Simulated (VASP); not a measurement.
# PtSe2 (P-3m1) in VASP: further runs

PtSe2 is run at these levels: PBEsol; tasks: vibrations by perturbation theory.

Everything below comes from runs of VASP 6.6.1. Logs are shortened: lines on timing, memory, paths and dates and some standing lists are left out, and cuts for length are marked.

## (1) The cell of the first run

It takes space group P-3m1 (No. 164, trigonal). Conventional cell: a = 3.570 Å, b = 3.570 Å, c = 4.002 Å, α = 90.00°, β = 90.00°, γ = 120.00°. Within 3.1 Å of Pt (site symmetry -3m) lie 6 Se at 2.38 Å. Within 3.2 Å of Se (site symmetry 3m) lie 3 Pt at 2.38 Å and 6 Se at 2.61 to 3.16 Å.

## (2) Vibrations by perturbation theory, PBEsol

Contents of INCAR:

```
SYSTEM = PtSe2
PREC = Accurate ; ENCUT = 520
EDIFF = 1E-8 ; ISMEAR = -1
SIGMA = 0.15 ; LREAL = .FALSE.
LASPH = .TRUE. ; NELM = 60
ALGO = Normal ; ISIF = 2
LWAVE = .FALSE. ; LCHARG = .FALSE.
GGA = PS ; NBANDS = 18
IBRION = 8 ; NSW = 1
```

Contents of KPOINTS:

```
Automatic mesh
0
G
  12 12 8
  0 0 0
```

Contents of POSCAR:

```
PtSe2
1.0
    3.5703642347      0.0000000000      0.0000000000
   -1.7851821173      3.0920261281      0.0000000000
    0.0000000000      0.0000000000      4.0019109142
Pt Se
1 2
Direct
    0.0000000000      0.0000000000      0.0000000000
    0.3333333333      0.6666666667      0.2994646949
    0.6666666667      0.3333333333      0.7005353051
```

Potentials or basis: VASP PAW PBE potentials, release 64 (Pt, Se).

Command:

```
$ cat potpaw_PBE.64/Pt/POTCAR potpaw_PBE.64/Se/POTCAR > POTCAR
$ mpirun -np 1 vasp_std > vasp.out
```

OUTCAR:

```text
SYSTEM = PtSe2
   PREC = Accurate
   ENCUT = 520
   EDIFF = 1E-8
   ISMEAR = -1
   LREAL = .FALSE.
   LASPH = .TRUE.
   NELM = 60
   ISIF = 2
   GGA = PS
   IBRION = 8
   NSW = 1

 ion  position               nearest neighbor table
   1  0.000  0.000  0.000-   2 2.38   3 2.38   3 2.38   2 2.38   3 2.38   2 2.38
   2  0.333  0.667  0.299-   1 2.38   1 2.38   1 2.38   3 2.61   3 2.61   3 2.61
   3  0.667  0.333  0.701-   1 2.38   1 2.38   1 2.38   2 2.61   2 2.61   2 2.61

  LATTYP: Found a hexagonal cell.
 ALAT       =     3.5703642347
 C/A-ratio  =     1.1208690910

  Lattice vectors:

 A1 = (   3.5703642347,   0.0000000000,   0.0000000000)
 A2 = (  -1.7851821173,   3.0920261281,   0.0000000000)
 A3 = (   0.0000000000,   0.0000000000,   4.0019109142)

Analysis of symmetry for initial positions (statically):
=====================================================================
 Subroutine PRICEL returns:
 Original cell was already a primitive cell.

 Routine SETGRP: Setting up the symmetry group for a
 hexagonal supercell.

 Subroutine GETGRP returns: Found 12 space group operations
 (whereof 12 operations were pure point group operations)
 out of a pool of 24 trial point group operations.

The static configuration has the point symmetry D_3d.

Analysis of symmetry for dynamics (positions and initial velocities):
=====================================================================
 Subroutine PRICEL returns:
 Original cell was already a primitive cell.

 Routine SETGRP: Setting up the symmetry group for a
 hexagonal supercell.

 Subroutine GETGRP returns: Found 12 space group operations
 (whereof 12 operations were pure point group operations)
 out of a pool of 24 trial point group operations.

The dynamic configuration has the point symmetry D_3d.

 Subroutine INISYM returns: Found 12 space group operations
 (whereof 12 operations are pure point group operations),
 and found     1 'primitive' translations

----------------------------------------------------------------------------------------

                                     Primitive cell

  volume of cell :      44.1797

  direct lattice vectors                    reciprocal lattice vectors
     3.570364235  0.000000000  0.000000000     0.280083469  0.161706266  0.000000000
    -1.785182117  3.092026128  0.000000000     0.000000000  0.323412532  0.000000000
     0.000000000  0.000000000  4.001910914     0.000000000  0.000000000  0.249880625

  length of vectors
     3.570364235  3.570364235  4.001910914     0.323412532  0.323412532  0.249880625

  position of ions in fractional coordinates (direct lattice)
     0.000000000  0.000000000  0.000000000
     0.333333333  0.666666667  0.299464695
     0.666666667  0.333333333  0.700535305

  ion indices of the primitive-cell ions
   primitive index   ion index
                 1           1
                 2           2
                 3           3

----------------------------------------------------------------------------------------

 KPOINTS: Automatic mesh

Automatic generation of k-mesh.
 Grid dimensions read from file:
 generate k-points for:   12   12    8

 Generating k-lattice:

[... 86 lines left out ...]
   GGA     = PS    functional components
   LHFCALC =     F    Hartree Fock is set to
   AEXX    =    0.0000 exact exchange contribution
   IVDW    =     0    specifies the selected vdW correction
   LEPSILON=     F    determine dielectric tensor
   LRPA    =     F    only Hartree local field effects (RPA)
 non-spin polarized calculation
  energy-cutoff  :      520.00
  volume of cell :       44.18
 maximum number of plane-waves:      1215
 NGX is ok and might be reduce to    28
   NGX = 13   NGY = 13   NGZ = 15

--------------------------------------- Ionic step        1  -------------------------------------------

 number of electron      21.9999998 magnetization

 Free energy of the ion-electron system (eV)
  ---------------------------------------------------
  ext. energy  EPLUGINS =         0.00000000
  ---------------------------------------------------
  free energy    TOTEN  =       -14.25530510 eV

  energy without entropy =      -14.22125278  energy(sigma->0) =      -14.23827894

 E-fermi :  10.8473     XC(G=0): -12.5763

 val. band max:       10.8203902187   @ k =   0.0833   0.0833   0.5000
 cond. band min:      10.8587258346   @ k =   0.0833   0.0833   0.3750
 fundamental gap:      0.0383356160
 Fermi energy:        10.8472743176

 k-point     1 :       0.0000    0.0000    0.0000
  band No.  band energies     occupation
      1      -7.6151      2.00000
      2      -1.1561      2.00000
      3       1.9162      2.00000
      4       2.9168      2.00000
      5       2.9168      2.00000
      6       6.2184      2.00000
[... 481 lines left out ...]
      5       4.2069      2.00000
      6       5.0447      2.00000
[... 10 lines left out ...]
     17      19.5342      0.00000
     18      20.7951      0.00000

 [... further k-points ...]
[... 5 lines left out ...]
  --------------------------------------------------------------------------------------
  -------------------------------------------------------------------------------------
  Total       13.9752251     13.9752251     13.9369045      0.0000000     -0.0000000      0.0000000
  in kB      506.8113098    506.8113099    505.4216166      0.0000000     -0.0000000      0.0000000
  external PRESSURE =     506.3480788 kB  Pullay stress =       0.0000000 kB

 VOLUME and BASIS-vectors are now :
 -----------------------------------------------------------------------------
  energy-cutoff  :      520.00
  volume of cell :       44.18
      direct lattice vectors                 reciprocal lattice vectors
     3.570364235  0.000000000  0.000000000     0.280083469  0.161706266  0.000000000
    -1.785182117  3.092026128  0.000000000     0.000000000  0.323412532  0.000000000
     0.000000000  0.000000000  4.001910914     0.000000000  0.000000000  0.249880625

 POSITION                                       TOTAL-FORCE (eV/Angst)
 -----------------------------------------------------------------------------------
      0.00000      0.00000      0.00000         0.000000      0.000000      0.000000
     -0.00000      2.06135      1.19843        -0.000000     -0.000000      0.025154
      1.78518      1.03068      2.80348        -0.000000      0.000000     -0.025154
 -----------------------------------------------------------------------------------
    total drift:                               -0.000000     -0.000000      0.000000

  FREE ENERGIE OF THE ION-ELECTRON SYSTEM (eV)
  ---------------------------------------------------
  free  energy   TOTEN  =       -14.2553050966 eV

  energy  without entropy=      -14.2212527790  energy(sigma->0) =      -14.23827894

[... ionic steps 2 to 3 ...]

--------------------------------------- Ionic step        4  -------------------------------------------

------------------------ aborting loop because EDIFF is reached ----------------------------------------
[... 11 lines left out ...]
[... ionic steps 8 to 8 ...]

--------------------------------------- Ionic step        9  -------------------------------------------

 Free energy of the ion-electron system (eV)
  ---------------------------------------------------
  ---------------------------------------------------
  free energy    TOTEN  =        -0.08419231 eV

  energy without entropy =       -0.08419677

------------------------ aborting loop because EDIFF is reached ----------------------------------------

 INTERNAL STRAIN TENSOR  FOR ION    2  DIRECTION 3   (eV/Angst):
 -----------------------------------------------------------------------------
   -12.92539 -0.00000  0.00000
    -0.00000-12.92539 -0.00000
    -0.00000 -0.00000 -4.95071

 INTERNAL STRAIN TENSOR FOR ION    3 for displacements in x,y,z  (eV/Angst):
          X           Y           Z          XY          YZ          ZX
  --------------------------------------------------------------------------------
  x    -0.00000     0.00000     0.00000    -7.74298     0.00000     7.41712
  y    -7.74298     7.74298     0.00000     0.00000     8.16756     0.00000
  z    12.92539    12.92539     4.95071     0.00000     0.00000     0.00000

 SECOND DERIVATIVES (NOT SYMMETRIZED)
 ------------------------------------
               1X          1Y          1Z          2X          2Y          2Z          3X          3Y          3Z
  1X   -27.477385   -0.000000    0.000000   13.738692    0.000000    0.000000   13.738692    0.000000    0.000000
  1Y    -0.000000  -27.477385    0.000000    0.000000   13.738692    0.000000    0.000000   13.738692    0.000000
  1Z    -0.000000    0.000000  -23.004872    0.000000    0.000000   11.502436   -0.000000    0.000000   11.502436
  2X    13.742609    0.000000    0.000000  -14.466508   -0.000000   -0.000000    0.723899    0.000000    0.000000
  2Y     0.000000   13.742609    0.000000   -0.000000  -14.466508    0.000000    0.000000    0.723899    0.000000
  2Z     0.000000    0.000000   11.500525    0.000000    0.000000  -19.726684   -0.000000   -0.000000    8.226158
  3X    13.742609    0.000000    0.000000    0.723899    0.000000    0.000000  -14.466508   -0.000000   -0.000000
  3Y     0.000000   13.742609    0.000000    0.000000    0.723899    0.000000   -0.000000  -14.466508    0.000000
  3Z     0.000000    0.000000   11.500525   -0.000000   -0.000000    8.226158    0.000000    0.000000  -19.726684

 Eigenvectors and eigenvalues of the dynamical matrix
 ----------------------------------------------------

   1 f  =    9.301653 THz    58.444010 2PiTHz  310.269752 cm-1    38.468529 meV
             X         Y         Z           dx          dy          dz
      0.000000  0.000000  0.000000     0.000000   -0.000000   -0.000000
     -0.000000  2.061351  1.198431    -0.000000    0.000000   -0.707107
      1.785182  1.030675  2.803480    -0.000000    0.000000    0.707107
[... 43 lines left out ...]
   9 f/i=    0.000622 THz     0.003906 2PiTHz    0.020736 cm-1     0.002571 meV
             X         Y         Z           dx          dy          dz
      0.000000  0.000000  0.000000    -0.716169   -0.199518   -0.000000
     -0.000000  2.061351  1.198431    -0.455565   -0.126916   -0.000000
      1.785182  1.030675  2.803480    -0.455565   -0.126916   -0.000000

--------------------------------------------------------------------------------------------------------

 ELASTIC MODULI CONTR FROM IONIC RELAXATION (kBar)
 Direction    XX          YY          ZZ          XY          YZ          ZX
 --------------------------------------------------------------------------------
 XX        -719.7527   -147.2271   -166.0363     -0.0000    301.9596      0.0000
 YY        -147.2271   -719.7527   -166.0363     -0.0000   -301.9596     -0.0000
 ZZ        -166.0363   -166.0363    -63.5956     -0.0000      0.0000     -0.0000
 XY          -0.0000     -0.0000     -0.0000   -286.2628     -0.0000    274.2155
 YZ         301.9596   -301.9596      0.0000     -0.0000   -318.5172     -0.0000
 ZX           0.0000     -0.0000     -0.0000    274.2155     -0.0000   -262.6753
 --------------------------------------------------------------------------------
```

It took 51 min on 1 thread of AMD EPYC 7R13, shared host; peak memory 1.1 GiB.

Results:

```
Highest phonon frequency at Γ, LO-TO splitting left out : 310 cm⁻¹
```

Phonon frequencies in cm⁻¹ (negative: imaginary):
| q point | frequencies |
| --- | --- |
| (0.000, 0.000, 0.000) | 0 0 0 229 229 268 293 293 310 |

Caveat: the cell stands under pressure or tension, which shifts response properties; the PAW data sets were made with another functional, which shifts forces and pressure a little; spin-orbit coupling is left out, which moves the levels of the heavy elements.

## (3) Vibrations by perturbation theory, PBEsol

This run uses another cell than the first one, of 18.35 Å³/atom.

Contents of INCAR:

```
SYSTEM = PtSe2
PREC = Accurate
ENCUT = 520
EDIFF = 1E-8
ISMEAR = -1
SIGMA = 0.15
LREAL = .False.
LASPH = .True.
NELM = 60
ALGO = Normal
ISIF = 2
LWAVE = .False.
LCHARG = .True.
GGA = PS
NBANDS = 18
IBRION = 8
NSW = 1
```

Contents of KPOINTS:

```
regular mesh
0
Gamma
  12 12 8
  0 0 0
```

Contents of POSCAR:

```
PtSe2
1.0
    3.7260171074      0.0000000000      0.0000000000
   -1.8630085537      3.2268254699      0.0000000000
    0.0000000000      0.0000000000      4.5796994215
Pt Se
1 2
Direct
    0.0000000000      0.0000000000      0.0000000000
    0.3333333333      0.6666666667      0.2752045396
    0.6666666667      0.3333333333      0.7247954604
```

Potentials or basis: VASP PAW PBE potentials, release 64 (Pt, Se).

Command:

```
$ cat potpaw_PBE.64/Pt/POTCAR potpaw_PBE.64/Se/POTCAR > POTCAR
$ mpirun -np 1 vasp_std > vasp.out
```

OUTCAR:

```text
SYSTEM = PtSe2
   PREC = Accurate
   ENCUT = 520
   EDIFF = 1E-8
   ISMEAR = -1
   LREAL = .False.
   LASPH = .True.
   NELM = 60
   ISIF = 2
   GGA = PS
   IBRION = 8
   NSW = 1

 ion  position               nearest neighbor table
   1  0.000  0.000  0.000-   2 2.49   3 2.49   2 2.49   3 2.49   3 2.49   2 2.49
   2  0.333  0.667  0.275-   1 2.49   1 2.49   1 2.49
   3  0.667  0.333  0.725-   1 2.49   1 2.49   1 2.49

  LATTYP: Found a hexagonal cell.
 ALAT       =     3.7260171074
 C/A-ratio  =     1.2291139008

  Lattice vectors:

 A1 = (   3.7260171074,   0.0000000000,   0.0000000000)
 A2 = (  -1.8630085537,   3.2268254699,   0.0000000000)
 A3 = (   0.0000000000,   0.0000000000,   4.5796994215)

Analysis of symmetry for initial positions (statically):
=====================================================================
 Subroutine PRICEL returns:
 Original cell was already a primitive cell.

 Routine SETGRP: Setting up the symmetry group for a
 hexagonal supercell.

 Subroutine GETGRP returns: Found 12 space group operations
 (whereof 12 operations were pure point group operations)
 out of a pool of 24 trial point group operations.

The static configuration has the point symmetry D_3d.

Analysis of symmetry for dynamics (positions and initial velocities):
=====================================================================
 Subroutine PRICEL returns:
[... 706 lines left out ...]
[... ionic steps 2 to 3 ...]

--------------------------------------- Ionic step        4  -------------------------------------------

------------------------ aborting loop because EDIFF is reached ----------------------------------------
[... 11 lines left out ...]
[... ionic steps 8 to 8 ...]

--------------------------------------- Ionic step        9  -------------------------------------------

 Free energy of the ion-electron system (eV)
  ---------------------------------------------------
  ---------------------------------------------------
  free energy    TOTEN  =        -0.08753975 eV

  energy without entropy =       -0.08752518

------------------------ aborting loop because EDIFF is reached ----------------------------------------

 INTERNAL STRAIN TENSOR  FOR ION    2  DIRECTION 3   (eV/Angst):
 -----------------------------------------------------------------------------
   -10.58862  0.00000  0.00000
     0.00000-10.58862  0.00000
    -0.00000  0.00000 -9.79142

 INTERNAL STRAIN TENSOR FOR ION    3 for displacements in x,y,z  (eV/Angst):
          X           Y           Z          XY          YZ          ZX
  --------------------------------------------------------------------------------
  x     0.00000     0.00000     0.00000    -4.39449     0.00000     7.12063
  y    -4.39449     4.39449    -0.00000     0.00000     7.81586     0.00000
  z    10.58862    10.58862     9.79142     0.00000     0.00000     0.00000

 SECOND DERIVATIVES (NOT SYMMETRIZED)
 ------------------------------------
               1X          1Y          1Z          2X          2Y          2Z          3X          3Y          3Z
  1X   -16.535331    0.000000    0.000000    8.267665    0.000000    0.000000    8.267665    0.000000    0.000000
  1Y     0.000000  -16.535331    0.000000    0.000000    8.267665    0.000000    0.000000    8.267665    0.000000
  1Z     0.000000   -0.000000  -15.782725   -0.000000    0.000000    7.891363    0.000000    0.000000    7.891363
  2X     8.267523    0.000000    0.000000   -7.999100    0.000000    0.000000   -0.268423    0.000000    0.000000
  2Y     0.000000    8.267523    0.000000   -0.000000   -7.999100   -0.000000    0.000000   -0.268423    0.000000
  2Z     0.000000    0.000000    7.891532    0.000000    0.000000  -10.962007    0.000000    0.000000    3.070475
  3X     8.267523    0.000000    0.000000   -0.268423    0.000000    0.000000   -7.999100    0.000000    0.000000
  3Y     0.000000    8.267523    0.000000    0.000000   -0.268423    0.000000   -0.000000   -7.999100   -0.000000
  3Z     0.000000    0.000000    7.891532    0.000000    0.000000    3.070475    0.000000    0.000000  -10.962007

 Eigenvectors and eigenvalues of the dynamical matrix
 ----------------------------------------------------

   1 f  =    6.804834 THz    42.756031 2PiTHz  226.984820 cm-1    28.142518 meV
             X         Y         Z           dx          dy          dz
      0.000000  0.000000  0.000000     0.668857    0.000012    0.000000
     -0.000000  2.151217  1.260354    -0.525657   -0.000010   -0.000000
      1.863009  1.075608  3.319345    -0.525657   -0.000010    0.000000
[... 43 lines left out ...]
   9 f/i=    0.000036 THz     0.000223 2PiTHz    0.001186 cm-1     0.000147 meV
             X         Y         Z           dx          dy          dz
      0.000000  0.000000  0.000000     0.000000   -0.000001    0.743398
     -0.000000  2.151217  1.260354     0.000000   -0.000000    0.472948
      1.863009  1.075608  3.319345     0.000000   -0.000000    0.472948

--------------------------------------------------------------------------------------------------------

 ELASTIC MODULI CONTR FROM IONIC RELAXATION (kBar)
 Direction    XX          YY          ZZ          XY          YZ          ZX
 --------------------------------------------------------------------------------
 XX        -610.3451   -319.6000   -429.9655     -0.0000    258.5539      0.0000
 YY        -319.6000   -610.3451   -429.9655      0.0000   -258.5539     -0.0000
 ZZ        -429.9655   -429.9655   -397.5941     -0.0000     -0.0000      0.0000
 XY          -0.0000      0.0000     -0.0000   -145.3726      0.0000    235.5550
 YZ         258.5539   -258.5539     -0.0000      0.0000   -459.8538     -0.0000
 ZX           0.0000     -0.0000      0.0000    235.5550     -0.0000   -381.6824
 --------------------------------------------------------------------------------
```

stdout:

```text
POSCAR found type information on POSCAR PtSe
 POSCAR found :  2 types and       3 ions
 scaLAPACK will be used
 -----------------------------------------------------------------------------
|                                                                             |
|                                                                             |
|     You enforced a specific xc type in the INCAR file but a different       |
|     I HOPE YOU KNOW WHAT YOU ARE DOING!                                     |
|                                                                             |
 -----------------------------------------------------------------------------

 LDA part: xc-table for (Slater+PW92), standard interpolation
 POSCAR, INCAR and KPOINTS ok, starting setup
 FFT: planning ... GRIDC
 FFT: planning ... GRID_SOFT
 FFT: planning ... GRID
 WAVECAR not read
 entering main loop
 Linear response reoptimize wavefunctions to high precision
 Linear response DOF=           4
 Linear response progress:
 first order change of Fermi-energy   0.91940E-05
 force on displaced ion       1 direction 1 : -16.535   0.000   0.000
 Linear response progress:
 first order change of Fermi-energy  -0.38323E-03
 force on displaced ion       1 direction 3 :  -0.000   0.000 -15.783
 Linear response progress:
 first order change of Fermi-energy  -0.30239E-05
 force on displaced ion       2 direction 1 :  -7.999   0.001   0.000
 Linear response progress:
 first order change of Fermi-energy  -0.77555E+00
 force on displaced ion       2 direction 3 :  -0.000   0.000 -10.962
 Linear response finished
```

Wall time 43 min (1 thread of Intel Xeon 8259CL, shared host); peak memory 1.4 GiB.

What came out:

- Highest phonon frequency at Γ, LO-TO splitting left out: 227 cm⁻¹

Phonon frequencies in cm⁻¹ (negative: imaginary):
```
              q point                    frequencies
(0.000, 0.000, 0.000)  0 0 0 163 163 220 222 227 227
```

Caveat: the cell stands under pressure or tension, which shifts response properties; the PAW data sets were made with another functional, which shifts forces and pressure a little; spin-orbit coupling is left out, which moves the levels of the heavy elements.
